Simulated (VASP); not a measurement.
# Cd27Te26 (a cell with a defect) in VASP: single point with PBE

Aim: the single point of Cd27Te26 (a cell with a defect) with PBE.

All numbers are computed with VASP 6.6.1; they aren't measurements. Logs are shortened: lines on timing, memory, paths and dates and some standing lists are left out, and cuts for length are marked.

## Step 1: The cell of the first run

The cell holds a defect, 53 atoms: a = 13.598 Å, b = 13.598 Å, c = 13.598 Å, α = 60.00°, β = 60.00°, γ = 60.00°.

## Step 2: Single point, PBE, collinear spin

Contents of INCAR:

```
SYSTEM = Cd27Te26
PREC = Accurate
ENCUT = 400
EDIFF = 1E-6
ISMEAR = 0
SIGMA = 0.05
LREAL = Auto
LASPH = .True.
NELM = 200
ALGO = Normal
ISIF = 2
LWAVE = .False.
LCHARG = .False.
ISPIN = 2
MAGMOM = 0.5 0.5 0 0.5 0 0 0 0 0 0.5 0 0 0 0 0 0 0 0 0 0 0 0 0 0 0 0 0 0 0 0 0 0 0 0 0 0 0 0 0 0 0 0 0 0 0 0 0 0 0 0 0 0 0
LORBIT = 11
GGA = PE
NBANDS = 276
GGA_COMPAT = .False.
NCORE = 4
```

Contents of KPOINTS:

```
regular mesh
0
Gamma
  1 1 1
  0 0 0
```

Contents of POSCAR:

```
Cd27Te26
1.0
    0.0000000000      9.6150000000      9.6150000000
    9.6150000000      0.0000000000      9.6150000000
    9.6150000000      9.6150000000      0.0000000000
Cd Te
27 26
Direct
    0.0197220904      0.0195478742      0.0195993465
    0.0192001649      0.0189991274      0.2760948523
    0.0013926710      0.0014959326      0.6653939988
    0.0194531984      0.2752767418      0.0193769327
    0.0033236131      0.3310670178      0.3310144211
    0.0033686248      0.3309480969      0.6679906294
    0.0014492212      0.6651319797      0.0017200038
    0.0033454612      0.6679427732      0.3310024943
    0.0013518813      0.6652637912      0.6653560029
    0.2729612118      0.0201008808      0.0201878234
    0.3311114276      0.0034081431      0.3308174172
    0.3310253532      0.0034803851      0.6680186031
    0.3310459483      0.3307654739      0.0035750601
    0.3334352496      0.3332844595      0.3333190723
    0.3310983658      0.3308203549      0.6680498894
    0.3309939167      0.6679943456      0.0035678029
    0.3311350126      0.6679758739      0.3308510828
    0.3354750642      0.6659415631      0.6660489037
    0.6648310283      0.0016295981      0.0017866626
    0.6680534019      0.0033671700      0.3309372956
    0.6649052540      0.0015289909      0.6654617455
    0.6680468245      0.3308492606      0.0035026979
    0.6680441777      0.3310228552      0.3309840074
    0.6658298316      0.3355654194      0.6660559850
    0.6648455834      0.6652475877      0.0017568008
    0.6658355029      0.6659663482      0.3356501778
    0.6658251556      0.6659443950      0.6660590052
    0.0797594761      0.0797588155      0.4097137603
    0.0797033381      0.0796646939      0.7645758797
    0.0797820023      0.4094808276      0.0797987140
    0.0826810948      0.4168696091      0.4169249618
    0.0797065558      0.4095799099      0.7643830462
    0.0796859531      0.7645443008      0.0797478493
    0.0798076626      0.7640682433      0.4097173357
    0.0837751351      0.7498266425      0.7500258964
    0.4091302459      0.0795687166      0.0796336489
    0.4169746997      0.0825469135      0.4169197609
    0.4092025312      0.0795414800      0.7650746618
    0.4169789276      0.4168982695      0.0826034409
    0.4169679910      0.4168713178      0.4169511205
    0.4153975158      0.4154969123      0.7513025900
    0.4091527069      0.7650109906      0.0796312177
    0.4154079019      0.7511736090      0.4156087607
    0.4153929809      0.7512209271      0.7512951466
    0.7646869063      0.0796044198      0.0797095747
    0.7642297544      0.0797262412      0.4097202597
    0.7496909300      0.0838656319      0.7500454003
    0.7644520892      0.4095021503      0.0797210964
    0.7511301039      0.4155098809      0.4156080395
    0.7511604150      0.4154922628      0.7512561477
    0.7497267596      0.7498896103      0.0839573982
    0.7511442489      0.7511490268      0.4156045499
    0.7496691095      0.7498295987      0.7500324083
```

Potentials or basis: VASP PAW PBE potentials, release 64 (Cd, Te).

On the command line:

```bash
> cat potpaw_PBE.64/Cd/POTCAR potpaw_PBE.64/Te/POTCAR > POTCAR
> mpirun -np 4 vasp_gam > vasp.out
```

OUTCAR:

```text
SYSTEM = Cd27Te26
   PREC = Accurate
   ENCUT = 400
   EDIFF = 1E-6
   ISMEAR = 0
   LREAL = Auto
   LASPH = .True.
   NELM = 200
   ISIF = 2
   ISPIN = 2
   LORBIT = 11
   GGA = PE

 ion  position               nearest neighbor table
   1  0.020  0.020  0.020-  33 2.89  45 2.89  29 2.89  10 3.45   4 3.47   2 3.48
   2  0.019  0.019  0.276-  34 2.89  28 2.89  46 2.89  10 3.47   1 3.48   4 3.49
   3  0.001  0.001  0.665-  35 2.79  47 2.79  29 2.84  28 2.84
   4  0.019  0.275  0.019-  30 2.89  48 2.89  32 2.89  10 3.46   1 3.47   2 3.49
   5  0.003  0.331  0.331-  31 2.79  30 2.79  28 2.79  49 2.80
   6  0.003  0.331  0.668-  31 2.79  29 2.79  32 2.79  50 2.80
   7  0.001  0.665  0.002-  35 2.79  51 2.79  30 2.84  33 2.84
   8  0.003  0.668  0.331-  31 2.79  33 2.79  34 2.79  52 2.80
   9  0.001  0.665  0.665-  35 2.79  53 2.79  34 2.84  32 2.84
  10  0.273  0.020  0.020-  36 2.90  42 2.90  38 2.90   1 3.45   4 3.46   2 3.47
  11  0.331  0.003  0.331-  37 2.79  36 2.79  28 2.79  43 2.80
  12  0.331  0.003  0.668-  37 2.79  29 2.79  38 2.79  44 2.80
  13  0.331  0.331  0.004-  39 2.79  36 2.79  30 2.79  41 2.80
  14  0.333  0.333  0.333-  39 2.78  37 2.78  40 2.78  31 2.78
  15  0.331  0.331  0.668-  40 2.79  38 2.79  32 2.80  41 2.80
  16  0.331  0.668  0.004-  39 2.79  42 2.79  33 2.79  44 2.80
[... 35 lines left out ...]
  52  0.751  0.751  0.416-  26 2.78  27 2.78   8 2.80  20 2.80
  53  0.750  0.750  0.750-   9 2.79  27 2.79  21 2.79  25 2.79

  LATTYP: Found a face centered cubic cell.
 ALAT       =    19.2300000000

  Lattice vectors:

 A1 = (   0.0000000000,   9.6150000000,   9.6150000000)
 A2 = (   9.6150000000,   0.0000000000,   9.6150000000)
 A3 = (   9.6150000000,   9.6150000000,   0.0000000000)

Analysis of symmetry for initial positions (statically):
=====================================================================
 Subroutine PRICEL returns:
 Original cell was already a primitive cell.

 Routine SETGRP: Setting up the symmetry group for a
 face centered cubic supercell.

 Subroutine GETGRP returns: Found  1 space group operations
 (whereof  1 operations were pure point group operations)
 out of a pool of 48 trial point group operations.

The static configuration has the point symmetry C_1 .

Analysis of symmetry for dynamics (positions and initial velocities):
=====================================================================
 Subroutine PRICEL returns:
 Original cell was already a primitive cell.

 Routine SETGRP: Setting up the symmetry group for a
 face centered cubic supercell.

 Subroutine GETGRP returns: Found  1 space group operations
 (whereof  1 operations were pure point group operations)
 out of a pool of 48 trial point group operations.

The dynamic configuration has the point symmetry C_1 .

Analysis of structural, dynamic, and magnetic symmetry:
=====================================================================
 Subroutine PRICEL returns:
 Original cell was already a primitive cell.

 Routine SETGRP: Setting up the symmetry group for a
 face centered cubic supercell.

 Subroutine GETGRP returns: Found  1 space group operations
 (whereof  1 operations were pure point group operations)
 out of a pool of 48 trial point group operations.

The overall configuration has the point symmetry C_1 .

 Subroutine INISYM returns: Found  1 space group operations
 (whereof  1 operations are pure point group operations),
 and found     1 'primitive' translations

----------------------------------------------------------------------------------------

                                     Primitive cell

  volume of cell :    1777.7794

  direct lattice vectors                    reciprocal lattice vectors
     0.000000000  9.615000000  9.615000000    -0.052002080  0.052002080  0.052002080
     9.615000000  0.000000000  9.615000000     0.052002080 -0.052002080  0.052002080
     9.615000000  9.615000000  0.000000000     0.052002080  0.052002080 -0.052002080

  length of vectors
    13.597663402 13.597663402 13.597663402     0.090070245  0.090070245  0.090070245

  position of ions in fractional coordinates (direct lattice)
[... 149 lines left out ...]
   ISTART =      0    job   : 0-new  1-cont  2-samecut
   ICHARG =      2    charge: 1-file 2-atom 10-const
   ISPIN  =      2    spin polarized calculation?
   LNONCOLLINEAR =      F non collinear calculations
   LSORBIT =      F    spin-orbit coupling
   LASPH  =      T    aspherical Exc in radial PAW
   ENCUT  =  400.0 eV  29.40 Ry    5.42 a.u.  22.17 22.17 22.17*2*pi/ulx,y,z
   NELM   =    200;   NELMIN=  2; NELMDL= -5     # of ELM steps
   EDIFF  = 0.1E-05   stopping-criterion for ELM
   LREAL  =      T    real-space projection
   EDIFFG = 0.1E-04   stopping-criterion for IOM
   NSW    =      0    number of steps for IOM
   IBRION =     -1    ionic relax: 0-MD 1-quasi-New 2-CG
   NFREE  =      0    steps in history (QN), initial steepest desc. (CG)
   ISIF   =      2    stress and relaxation
   ISYM   =      2    0-nonsym 1-usesym 2-fastsym
   POTIM  = 0.5000    time-step for ionic-motion
   TEBEG  =    0.0;   TEEND  =   0.0 temperature during run
   PSTRESS=    0.0 pullay stress
   NELECT =     480.0000    total number of electrons
   NUPDOWN=      -1.0000    fix difference up-down
   EMIN   =  10.00;   EMAX   =-10.00  energy-range for DOS
   EFERMI =   0.00;   METHOD = LEGACY
   ISMEAR =     0;   SIGMA  =   0.05  broadening in eV -4-tet -1-fermi 0-gaus
   EFERMI_NEDOS =   21; number of points for ismear=-14 and -15
   IALGO  =     38    algorithm
   IMIX   =      4    mixing-type and parameters
     AMIX     =   0.40;   BMIX     =  1.00
     AMIX_MAG =   1.60;   BMIX_MAG =  1.00
  volume/ion in A,a.u.               =      33.54       226.36
  Fermi-wavevector in a.u.,A,eV,Ry     =   1.058106  1.999531 15.232932  1.119589
  Thomas-Fermi vector in A             =   2.193404
   LORBIT       =     11    0 simple, 1 ext, 2 COOP (PROOUT), +10 PAW based schemes
   GGA     = PE    functional components
   LHFCALC =     F    Hartree Fock is set to
   AEXX    =    0.0000 exact exchange contribution
   IVDW    =     0    specifies the selected vdW correction
   LEPSILON=     F    determine dielectric tensor
   LRPA    =     F    only Hartree local field effects (RPA)
 spin polarized calculation
 Gauss-broadening in eV      SIGMA  =   0.05
  energy-cutoff  :      400.00
  volume of cell :     1777.78
 maximum number of plane-waves:     16156
 NGX is ok and might be reduce to    84
   NGX = 45   NGY = 45   NGZ = 45

 number of electron     479.9999917 magnetization       0.0001556

 number of electron     479.9999917 magnetization      -0.0000558

 Free energy of the ion-electron system (eV)
  ---------------------------------------------------
  ext. energy  EPLUGINS =         0.00000000
  ---------------------------------------------------
  free energy    TOTEN  =      -117.25159612 eV

  energy without entropy =     -117.25159612  energy(sigma->0) =     -117.25159612

 E-fermi :   2.7498     XC(G=0):  -8.6354

 val. band max:        2.4860873514   @ k =   0.0000   0.0000   0.0000
 cond. band min:       3.6419788290   @ k =   0.0000   0.0000   0.0000
 fundamental gap:      1.1558914776
 Fermi energy:         2.7498171066

 spin component 1

 k-point     1 :       0.0000    0.0000    0.0000
  band No.  band energies     occupation
      1      -8.6908      1.00000
      2      -8.4089      1.00000
      3      -8.3938      1.00000
      4      -8.3924      1.00000
      5      -8.3913      1.00000
      6      -8.3774      1.00000
[... 244 lines left out ...]
    251       4.6592      0.00000
    252       5.0116      0.00000
 Fermi energy:         2.7498171066

 spin component 2

 k-point     1 :       0.0000    0.0000    0.0000
  band No.  band energies     occupation
      1      -8.6908      1.00000
      2      -8.4089      1.00000
      3      -8.3938      1.00000
      4      -8.3924      1.00000
      5      -8.3913      1.00000
      6      -8.3774      1.00000
[... 244 lines left out ...]
    251       4.6592      0.00000
    252       5.0116      0.00000
 [bands above 252 left out]

------------------------ aborting loop because EDIFF is reached ----------------------------------------

  FORCE on cell =-STRESS in cart. coord.  units (eV):
  Direction    XX          YY          ZZ          XY          YZ          ZX
  --------------------------------------------------------------------------------------
  -------------------------------------------------------------------------------------
  Total       35.7136678     35.7087521     35.7191936      0.0082666     -0.0307430     -0.0004811
  in kB       32.1860125     32.1815824     32.1909925      0.0074500     -0.0277064     -0.0004336
  external PRESSURE =      32.1861958 kB  Pullay stress =       0.0000000 kB

 VOLUME and BASIS-vectors are now :
 -----------------------------------------------------------------------------
  energy-cutoff  :      400.00
  volume of cell :     1777.78
      direct lattice vectors                 reciprocal lattice vectors
     0.000000000  9.615000000  9.615000000    -0.052002080  0.052002080  0.052002080
     9.615000000  0.000000000  9.615000000     0.052002080 -0.052002080  0.052002080
     9.615000000  9.615000000  0.000000000     0.052002080  0.052002080 -0.052002080

 POSITION                                       TOTAL-FORCE (eV/Angst)
 -----------------------------------------------------------------------------------
      0.37640      0.37808      0.37758         0.007653      0.007469      0.009583
      2.83733      2.83926      0.36729        -0.009889     -0.010093      0.009694
      6.41215      6.41115      0.02777         0.001301      0.000152     -0.002917
      2.83310      0.37335      2.83383        -0.012266      0.007505     -0.009340
      6.36591      3.21466      3.21517         0.001530     -0.001888     -0.005015
      9.60480      6.45512      3.21446         0.005303      0.003233     -0.002964
[... 45 lines left out ...]
     11.21834     11.21829     14.44455        -0.000020      0.000424      0.013763
     14.42117     14.41963     14.41768        -0.004887     -0.007292     -0.010577
 -----------------------------------------------------------------------------------
    total drift:                                0.015904      0.003314     -0.016692

  FREE ENERGIE OF THE ION-ELECTRON SYSTEM (eV)
  ---------------------------------------------------
  free  energy   TOTEN  =      -117.2515961187 eV

  energy  without entropy=     -117.2515961187  energy(sigma->0) =     -117.25159612

 total charge

# of ion       s       p       d       tot
------------------------------------------
    1        0.477   0.236   9.523  10.237
    2        0.477   0.237   9.524  10.238
    3        0.459   0.308   9.532  10.299
    4        0.477   0.237   9.524  10.238
    5        0.455   0.334   9.531  10.320
    6        0.455   0.334   9.531  10.320
[... 45 lines left out ...]
   52        1.332   2.118   0.020   3.470
   53        1.335   2.112   0.020   3.467
--------------------------------------------------
tot         47.174  63.072 257.831 368.077

 magnetization (x)

# of ion       s       p       d       tot
------------------------------------------
    1       -0.000  -0.000  -0.000  -0.000
    2       -0.000  -0.000  -0.000  -0.000
    3       -0.000  -0.000  -0.000  -0.000
    4       -0.000  -0.000  -0.000  -0.000
    5       -0.000  -0.000  -0.000  -0.000
    6       -0.000  -0.000  -0.000  -0.000
[... 45 lines left out ...]
   52        0.000  -0.000   0.000  -0.000
   53        0.000  -0.000  -0.000  -0.000
--------------------------------------------------
tot         -0.000   0.000  -0.000  -0.000
```

Run time: 5.3 min. Hardware: 4 MPI ranks of Intel Xeon Platinum 8488C (Sapphire Rapids), shared host; peak memory 0.6 GiB.

What came out:

```yaml
Free_energy: -117.2516 eV
Pressure: 3.2 GPa
Largest_force: 0.019 eV/Å
Band_gap_on_the_k_mesh: 1.16 eV
Net_moment: 0.00 μB per cell
Valence_electrons_inside_the_program's_atomic_spheres: Cd 10.24, 10.30, 10.32, 10.33 (each value once); Te 3.44, 3.47 (each value once)
```

Forces in eV/Å, atoms in the order of the input:
```
Cd   0.008  0.007  0.010
Cd  -0.010 -0.010  0.010
Cd   0.001  0.000 -0.003
Cd  -0.012  0.008 -0.009
Cd   0.002 -0.002 -0.005
Cd   0.005  0.003 -0.003
Cd   0.002 -0.006  0.001
Cd   0.003 -0.004  0.000
Cd   0.002  0.001 -0.002
Cd   0.005 -0.008 -0.006
Cd  -0.003  0.001 -0.004
Cd   0.002  0.005 -0.002
Cd  -0.006 -0.003  0.004
Cd   0.000  0.001  0.000
Cd   0.003  0.003 -0.004
Cd   0.000 -0.004  0.005
Cd   0.002  0.001  0.004
Cd   0.003 -0.001 -0.002
Cd  -0.007  0.000  0.000
Cd  -0.003  0.004 -0.001
Cd   0.002  0.002 -0.002
Cd  -0.005 -0.002  0.004
Cd   0.000  0.003  0.003
Cd  -0.002  0.003 -0.003
Cd   0.001 -0.001  0.005
Cd  -0.004 -0.002  0.003
Cd   0.003  0.002  0.002
Te   0.002  0.003 -0.012
Te  -0.003 -0.003 -0.013
Te   0.003 -0.018  0.002
Te   0.005 -0.006 -0.005
Te   0.011 -0.001  0.002
Te  -0.003 -0.013 -0.004
Te   0.014  0.003 -0.002
Te  -0.006  0.011  0.007
Te  -0.018 -0.001 -0.002
Te  -0.005  0.003 -0.005
Te   0.000  0.017  0.000
Te  -0.006 -0.006  0.005
Te   0.004  0.004  0.005
Te   0.000  0.000 -0.014
Te   0.002  0.000  0.018
Te   0.000 -0.014  0.000
Te   0.014  0.000  0.001
Te  -0.014 -0.002 -0.005
Te   0.001  0.015 -0.002
Te   0.010 -0.005  0.005
Te   0.003 -0.002  0.016
Te  -0.014 -0.002  0.001
Te   0.000  0.015  0.000
Te   0.009  0.008 -0.008
Te   0.000  0.000  0.014
Te  -0.005 -0.007 -0.011
```

Levels at points of the mesh, in eV from the valence-band top:
Spin up:
| k point | band 238 | band 239 | band 240 | band 241 | band 242 | band 243 |
| --- | --- | --- | --- | --- | --- | --- |
| (0.00, 0.00, 0.00) | 0.00 | 0.00 | 0.00 | 1.16 | 1.58 | 1.59 |
Spin down:
| k point | band 238 | band 239 | band 240 | band 241 | band 242 | band 243 |
| --- | --- | --- | --- | --- | --- | --- |
| (0.00, 0.00, 0.00) | 0.00 | 0.00 | 0.00 | 1.16 | 1.58 | 1.59 |

Caveat: the k points lie up to 0.57 Å⁻¹ apart; spin-orbit coupling is left out, which moves the levels of the heavy elements.
